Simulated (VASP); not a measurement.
# Pt (Immm) in VASP: further runs, part 2 of 2

VASP 6.6.1. The steps go on from the part before.

## Step 4: Single point, PBEsol (strain +0.0375 x Voigt [0, 0, 0, 1, 0, 0])

INCAR

```
PREC     = Accurate       # precision mode
ENCUT    = 520            # plane-wave cutoff, eV
EDIFF    = 1E-6           # SCF threshold, eV
ISMEAR   = 0              # smearing method
SIGMA    = 0.15           # smearing width, eV
LREAL    = False          # projectors in reciprocal space
LASPH    = True           # aspherical terms in the spheres
NELM     = 60             # most SCF steps
ALGO     = Fast           # electronic algorithm
ISIF     = 2              # what is computed and relaxed
LWAVE    = False          # write WAVECAR
LCHARG   = False          # write CHGCAR
GGA      = PS             # functional
NBANDS   = 11             # bands
```

KPOINTS

```
Automatic mesh
0
Gamma
  20 20 20
```

POSCAR

```
Pt
1.0
    0.0000000000      1.9946106250      1.9946106250
    1.9579000000      0.0367106250      1.9579000000
    1.9579000000      1.9579000000      0.0367106250
Pt
1
Direct
    0.0000000000      0.0000000000      0.0000000000
```

Run with:

```console
cat potpaw_PBE.64/Pt/POTCAR > POTCAR
mpirun -np 1 vasp_std > vasp.out
```

Run time: 63 s. Hardware: 1 thread of Intel Xeon 6975P-C (Granite Rapids), shared host; peak memory 0.31 GiB.

The run converged. Its results:

```yaml
Free_energy: -6.9690 eV
Pressure: 0.6 GPa
Band_gap_on_the_k_mesh: zero (band 5 reaches 11.73 eV, above the bottom of band 6 at 9.40 eV)
```

Stress tensor (GPa, compression positive):
```
-0.32  0.00  0.00
 0.00  1.04 -3.16
 0.00 -3.16  1.04
```

Levels at points of the mesh, in eV from the Fermi level:
```
           k point  band 2  band 3  band 4  band 5  band 6  band 7  band 8  band 9
(0.00, 0.00, 0.00)   -4.06   -3.89   -3.60   -1.63   -1.61   14.59   19.00   19.62
(0.50, 0.00, 0.00)   -4.10   -3.66   -0.73   -0.11    0.11    5.58   14.30   18.99
(0.00, 0.50, 0.00)   -4.13   -3.70   -0.41   -0.03    0.19    6.12   14.02   18.44
(0.50, 0.50, 0.00)   -6.71   -0.02    0.48    0.53    1.71    8.91   11.35   11.36
(0.00, 0.50, 0.50)   -6.70    0.03    0.48    0.52    1.69    8.88   10.66   12.06
```

Caveat: the cell differs from its parent crystal (strain +0.0375 x Voigt [0, 0, 0, 1, 0, 0]); the PAW data sets were made with another functional, which shifts forces and pressure a little; spin-orbit coupling is left out, which moves the levels of the heavy elements.

## Step 5: Single point, PBEsol (strain +0.0225 x Voigt [0, 0, 0, 1, 0, 0])

INCAR

```
SYSTEM = Pt
PREC     = Accurate       ! precision mode
ENCUT    = 520            ! plane-wave cutoff, eV
EDIFF    = 1E-6           ! SCF threshold, eV
ISMEAR   = 0              ! smearing method
SIGMA    = 0.15           ! smearing width, eV
LREAL    = .FALSE.        ! projectors in reciprocal space
LASPH    = .TRUE.         ! aspherical terms in the spheres
NELM     = 100            ! most SCF steps
ALGO     = Fast           ! electronic algorithm
ISIF     = 2              ! what is computed and relaxed
LWAVE    = .FALSE.        ! write WAVECAR
LCHARG   = .FALSE.        ! write CHGCAR
GGA      = PS             ! functional
NBANDS   = 11             ! bands
```

KPOINTS

```
Automatic mesh
0
G
  20 20 20
  0 0 0
```

POSCAR

```
Pt
1.0
    0.0000000000      1.9799263750      1.9799263750
    1.9579000000      0.0220263750      1.9579000000
    1.9579000000      1.9579000000      0.0220263750
Pt
1
Direct
    0.0000000000      0.0000000000      0.0000000000
```

Potentials or basis: VASP PAW PBE potentials, release 64 (Pt).

Run with:

```console
cat potpaw_PBE.64/Pt/POTCAR > POTCAR
mpirun -np 1 vasp_std > vasp.out
```

OUTCAR:

```text
SYSTEM = Pt
   PREC = Accurate
   ENCUT = 520
   EDIFF = 1E-6
   ISMEAR = 0
   LREAL = .FALSE.
   LASPH = .TRUE.
   NELM = 100
   ISIF = 2
   GGA = PS

 ion  position               nearest neighbor table
   1  0.000  0.000  0.000-

  LATTYP: Found a body centered orthorhombic cell.
 ALAT       =     2.7377387355
 B/A-ratio  =     1.0227560051
 C/A-ratio  =     1.4303044879

  Lattice vectors:

 A1 = (  -1.9579000000,   1.9579000000,   0.0220263750)
 A2 = (  -1.9579000000,  -1.9579000000,  -0.0220263750)
 A3 = (   1.9579000000,   0.0220263750,   1.9579000000)

Analysis of symmetry for initial positions (statically):
=====================================================================
 Subroutine PRICEL returns:
 Original cell was already a primitive cell.

 Routine SETGRP: Setting up the symmetry group for a
 body centered orthorhombic supercell.

 Subroutine GETGRP returns: Found  8 space group operations
 (whereof  8 operations were pure point group operations)
 out of a pool of  8 trial point group operations.

The static configuration has the point symmetry D_2h.

Analysis of symmetry for dynamics (positions and initial velocities):
=====================================================================
 Subroutine PRICEL returns:
 Original cell was already a primitive cell.

 Routine SETGRP: Setting up the symmetry group for a
 body centered orthorhombic supercell.

 Subroutine GETGRP returns: Found  8 space group operations
 (whereof  8 operations were pure point group operations)
 out of a pool of  8 trial point group operations.

The dynamic configuration has the point symmetry D_2h.

 Subroutine INISYM returns: Found  8 space group operations
 (whereof  8 operations are pure point group operations),
 and found     1 'primitive' translations

----------------------------------------------------------------------------------------

                                     Primitive cell

  volume of cell :      15.0088

  direct lattice vectors                    reciprocal lattice vectors
     0.000000000  1.979926375  1.979926375    -0.255375658  0.252534643  0.252534643
     1.957900000  0.022026375  1.957900000     0.255375658 -0.258281322  0.258281322
     1.957900000  1.957900000  0.022026375     0.255375658  0.258281322 -0.258281322

  length of vectors
     2.800038732  2.768976342  2.768976342     0.439049221  0.445685101  0.445685101

  position of ions in fractional coordinates (direct lattice)
     0.000000000  0.000000000  0.000000000

  ion indices of the primitive-cell ions
   primitive index   ion index
                 1           1

----------------------------------------------------------------------------------------

 KPOINTS: Automatic mesh

Automatic generation of k-mesh.
 Grid dimensions read from file:
 generate k-points for:   20   20   20

 Generating k-lattice:

  Cartesian coordinates                     Fractional coordinates (reciprocal lattice)
    -0.012768783  0.012626732  0.012626732     0.050000000  0.000000000  0.000000000
     0.012768783 -0.012914066  0.012914066     0.000000000  0.050000000 -0.000000000
     0.012768783  0.012914066 -0.012914066     0.000000000  0.000000000  0.050000000

  Length of vectors
     0.021952461  0.022284255  0.022284255

  Shift w.r.t. Gamma in fractional coordinates (k-lattice)
     0.000000000  0.000000000  0.000000000

 Subroutine IBZKPT returns following result:
 ===========================================

 Found   1166 irreducible k-points:

 Following reciprocal coordinates:
            Coordinates               Weight
  0.000000  0.000000  0.000000      1.000000
  0.050000  0.000000 -0.000000      4.000000
  0.100000  0.000000 -0.000000      4.000000
  0.150000  0.000000  0.000000      4.000000
  0.200000  0.000000 -0.000000      4.000000
  0.250000  0.000000 -0.000000      4.000000
[... 16 lines left out ...]
 -0.450000  0.050000  0.000000      8.000000
 -0.400000  0.050000  0.000000      8.000000
 [... further k-points ...]
   k-points           NKPTS =   1166   k-points in BZ     NKDIM =   1166   number of bands    NBANDS=     11
   number of dos      NEDOS =    301   number of ions     NIONS =      1
   total plane-waves  NPLWV =  13824
   dimension x,y,z NGX =    24 NGY =   24 NGZ =   24
   dimension x,y,z NGXF=    48 NGYF=   48 NGZF=   48
   ions per type =               1
   NGX,Y,Z   is equivalent  to a cutoff of  14.25, 14.41, 14.41 a.u.
   NGXF,Y,Z  is equivalent  to a cutoff of  28.50, 28.82, 28.82 a.u.
 SYSTEM =  Pt
   PREC   = accura    normal or accurate (medium, high low for compatibility)
   ISTART =      0    job   : 0-new  1-cont  2-samecut
   ICHARG =      2    charge: 1-file 2-atom 10-const
   ISPIN  =      1    spin polarized calculation?
   LNONCOLLINEAR =      F non collinear calculations
   LSORBIT =      F    spin-orbit coupling
   LASPH  =      T    aspherical Exc in radial PAW
   ENCUT  =  520.0 eV  38.22 Ry    6.18 a.u.   5.21  5.15  5.15*2*pi/ulx,y,z
   NELM   =    100;   NELMIN=  2; NELMDL= -5     # of ELM steps
   EDIFF  = 0.1E-05   stopping-criterion for ELM
   LREAL  =      F    real-space projection
   EDIFFG = 0.1E-04   stopping-criterion for IOM
   NSW    =      0    number of steps for IOM
   IBRION =     -1    ionic relax: 0-MD 1-quasi-New 2-CG
   NFREE  =      0    steps in history (QN), initial steepest desc. (CG)
   ISIF   =      2    stress and relaxation
   ISYM   =      2    0-nonsym 1-usesym 2-fastsym
   POTIM  = 0.5000    time-step for ionic-motion
   TEBEG  =    0.0;   TEEND  =   0.0 temperature during run
   PSTRESS=    0.0 pullay stress
   NELECT =      10.0000    total number of electrons
   NUPDOWN=      -1.0000    fix difference up-down
   EMIN   =  10.00;   EMAX   =-10.00  energy-range for DOS
   EFERMI =   0.00;   METHOD = LEGACY
   ISMEAR =     0;   SIGMA  =   0.15  broadening in eV -4-tet -1-fermi 0-gaus
   EFERMI_NEDOS =   21; number of points for ismear=-14 and -15
   IALGO  =     68    algorithm
   IMIX   =      4    mixing-type and parameters
     AMIX     =   0.40;   BMIX     =  1.00
     AMIX_MAG =   1.60;   BMIX_MAG =  1.00
  volume/ion in A,a.u.               =      15.01       101.28
  Fermi-wavevector in a.u.,A,eV,Ry     =   1.429857  2.702038 27.816995  2.044491
  Thomas-Fermi vector in A             =   2.549765
   LORBIT       =      0    0 simple, 1 ext, 2 COOP (PROOUT), +10 PAW based schemes
   GGA     = PS    functional components
   LHFCALC =     F    Hartree Fock is set to
   AEXX    =    0.0000 exact exchange contribution
   IVDW    =     0    specifies the selected vdW correction
   LEPSILON=     F    determine dielectric tensor
   LRPA    =     F    only Hartree local field effects (RPA)
 non-spin polarized calculation
 RMM-DIIS sequential band-by-band and
 Gauss-broadening in eV      SIGMA  =   0.15
  energy-cutoff  :      520.00
  volume of cell :       15.01
 maximum number of plane-waves:       416
 NGX is ok and might be reduce to    24
   NGX = 11   NGY = 11   NGZ = 11

 number of electron      10.0000000 magnetization

 Free energy of the ion-electron system (eV)
  ---------------------------------------------------
  ext. energy  EPLUGINS =         0.00000000
  ---------------------------------------------------
  free energy    TOTEN  =        -6.97249289 eV

  energy without entropy =       -6.95312298  energy(sigma->0) =       -6.96280794

 E-fermi :  11.1959     XC(G=0): -13.6558

 val. band max:       11.1955623919   @ k =  -0.2500   0.3500   0.2500
 cond. band min:      11.1959915980   @ k =  -0.0500   0.3500   0.3500
 fundamental gap:      0.0004292061
 Fermi energy:        11.1958862593

 k-point     1 :       0.0000    0.0000    0.0000
  band No.  band energies     occupation
      1       0.8383      2.00000
      2       7.2196      2.00000
      3       7.3375      2.00000
      4       7.4952      2.00000
      5       9.5566      2.00000
      6       9.5621      2.00000
      7      25.7921      0.00000
      8      30.4234      0.00000
      9      30.7927      0.00000
     10      31.1564      0.00000
     11      36.1016      0.00000
[... 309 lines left out ...]
 k-point    24 :      -0.4000    0.0500    0.0000
  band No.  band energies     occupation
      1       3.8082      2.00000
      2       7.2700      2.00000
      3       7.4883      2.00000
      4       9.1128      2.00000
      5      10.7767      1.99992
      6      11.5180      0.00239
      7      18.3760      0.00000
      8      25.8844      0.00000
      9      30.3156      0.00000
     10      31.2298      0.00000
     11      38.0061      0.00000

 [... further k-points ...]
[... 5 lines left out ...]
  --------------------------------------------------------------------------------------
  -------------------------------------------------------------------------------------
  Total       -0.0004074      0.0457733      0.0457733     -0.0000000     -0.1741176      0.0000000
  in kB       -0.0434939      4.8862609      4.8862609     -0.0000000    -18.5868909      0.0000000
  external PRESSURE =       3.2430093 kB  Pullay stress =       0.0000000 kB

 VOLUME and BASIS-vectors are now :
 -----------------------------------------------------------------------------
  energy-cutoff  :      520.00
  volume of cell :       15.01
      direct lattice vectors                 reciprocal lattice vectors
     0.000000000  1.979926375  1.979926375    -0.255375658  0.252534643  0.252534643
     1.957900000  0.022026375  1.957900000     0.255375658 -0.258281322  0.258281322
     1.957900000  1.957900000  0.022026375     0.255375658  0.258281322 -0.258281322

 POSITION                                       TOTAL-FORCE (eV/Angst)
 -----------------------------------------------------------------------------------
      0.00000      0.00000      0.00000         0.000000      0.000000     -0.000000
 -----------------------------------------------------------------------------------
    total drift:                               -0.000000      0.000000      0.000000

  FREE ENERGIE OF THE ION-ELECTRON SYSTEM (eV)
  ---------------------------------------------------
  free  energy   TOTEN  =        -6.9724928918 eV

  energy  without entropy=       -6.9531229819  energy(sigma->0) =       -6.96280794
```

It took 71 s on 1 thread of Intel Xeon 6975P-C (Granite Rapids), shared host; peak memory 0.31 GiB.

What came out:

- Free energy: -6.9725 eV
- Pressure: 0.3 GPa
- Band gap on the k mesh: zero (band 5 reaches 11.70 eV, above the bottom of band 6 at 9.41 eV)

Levels at points of the mesh, in eV from the Fermi level:
```csv
k point,band 1,band 2,band 3,band 4,band 5,band 6,band 7,band 8,band 9,band 10
"(0.00, 0.00, 0.00)",-10.36,-3.98,-3.86,-3.70,-1.64,-1.63,14.60,19.23,19.60,19.96
"(0.50, 0.00, 0.00)",-7.46,-4.02,-3.76,-0.67,-0.05,0.08,5.68,14.24,18.98,19.30
"(0.00, 0.50, 0.00)",-7.40,-4.04,-3.78,-0.48,0.00,0.13,6.00,14.07,18.64,18.96
"(0.50, 0.50, 0.00)",-7.17,-6.70,0.00,0.49,0.51,1.70,8.89,11.34,11.35,20.15
"(0.00, 0.50, 0.50)",-7.18,-6.70,0.02,0.48,0.51,1.69,8.87,10.93,11.77,20.12
```

Caveat: the cell differs from its parent crystal (strain +0.0225 x Voigt [0, 0, 0, 1, 0, 0]); the PAW data sets were made with another functional, which shifts forces and pressure a little; spin-orbit coupling is left out, which moves the levels of the heavy elements.

## Step 6: Single point, PBEsol (strain +0.0075 x Voigt [0, 0, 0, 1, 0, 0])

INCAR is that of step 5.

KPOINTS is that of step 5.

POSCAR

```
Pt
1.0
    0.0000000000      1.9652421250      1.9652421250
    1.9579000000      0.0073421250      1.9579000000
    1.9579000000      1.9579000000      0.0073421250
Pt
1
Direct
    0.0000000000      0.0000000000      0.0000000000
```

Potentials or basis: VASP PAW PBE potentials, release 64 (Pt).

Run with:

```console
cat potpaw_PBE.64/Pt/POTCAR > POTCAR
mpirun -np 1 vasp_std > vasp.out
```

It took 71 s on 1 thread of Intel Xeon 6975P-C (Granite Rapids), shared host; peak memory 0.31 GiB.

Results (log left out):

| Quantity | Value |
| --- | --- |
| Free energy | -6.9742 eV |
| Pressure | 0.2 GPa |
| Band gap on the k mesh | zero (band 5 reaches 11.69 eV, above the bottom of band 6 at 9.42 eV) |

Stress tensor (GPa, compression positive):
```
 0.16  0.00  0.00
 0.00  0.21 -0.61
 0.00 -0.61  0.21
```

Levels at points of the mesh, in eV from the Fermi level:
| k point | band 1 | band 2 | band 3 | band 4 | band 5 | band 6 | band 7 | band 8 | band 9 | band 10 |
| --- | --- | --- | --- | --- | --- | --- | --- | --- | --- | --- |
| (0.00, 0.00, 0.00) | -10.36 | -3.89 | -3.84 | -3.79 | -1.64 | -1.64 | 14.60 | 19.46 | 19.59 | 19.71 |
| (0.50, 0.00, 0.00) | -7.44 | -3.94 | -3.85 | -0.61 | 0.01 | 0.05 | 5.78 | 14.18 | 18.97 | 19.08 |
| (0.00, 0.50, 0.00) | -7.42 | -3.95 | -3.86 | -0.54 | 0.03 | 0.07 | 5.89 | 14.13 | 18.86 | 18.96 |
| (0.50, 0.50, 0.00) | -7.17 | -6.70 | 0.01 | 0.49 | 0.49 | 1.69 | 8.87 | 11.34 | 11.34 | 20.14 |
| (0.00, 0.50, 0.50) | -7.17 | -6.70 | 0.01 | 0.49 | 0.50 | 1.69 | 8.87 | 11.20 | 11.48 | 20.14 |

Caveat: the cell differs from its parent crystal (strain +0.0075 x Voigt [0, 0, 0, 1, 0, 0]); the PAW data sets were made with another functional, which shifts forces and pressure a little; spin-orbit coupling is left out, which moves the levels of the heavy elements.

## Step 7: Overview

| cell | further INCAR settings | gap on the mesh (eV) | pressure (GPa) |
| --- | --- | --- | --- |
| a = 2.790, b = 2.769, c = 2.769 Å, angles 59.5, 59.8, 59.8°, 1 atom | ALGO = Fast; EDIFF = 1e-07; NBANDS = 11 | none | 0.3 |
| a = 2.842, b = 2.769, c = 2.769 Å, angles 58.3, 59.1, 59.1°, 1 atom | ALGO = Fast; EDIFF = 1e-06; NBANDS = 11 | none | 1.0 |
| a = 2.821, b = 2.769, c = 2.769 Å, angles 58.8, 59.4, 59.4°, 1 atom | ALGO = Fast; EDIFF = 1e-06; NBANDS = 11 | none | 0.6 |
| a = 2.800, b = 2.769, c = 2.769 Å, angles 59.3, 59.6, 59.6°, 1 atom | ALGO = Fast; EDIFF = 1e-06; NBANDS = 11 | none | 0.3 |
| a = 2.779, b = 2.769, c = 2.769 Å, angles 59.8, 59.9, 59.9°, 1 atom | ALGO = Fast; EDIFF = 1e-06; NBANDS = 11 | none | 0.2 |

Alike in all rows: task single point; level PBEsol; potentials or basis VASP PAW PBE potentials, release 64 (Pt); no spin polarisation; k mesh 20 × 20 × 20; cutoff (eV) 520; smearing gaussian 0.15 eV.

Caveats: the PAW data sets were made with another functional, which shifts forces and pressure a little; spin-orbit coupling is left out, which moves the levels of the heavy elements.

Total energies depend on the potentials used, so only differences within one code and one set of settings carry meaning.
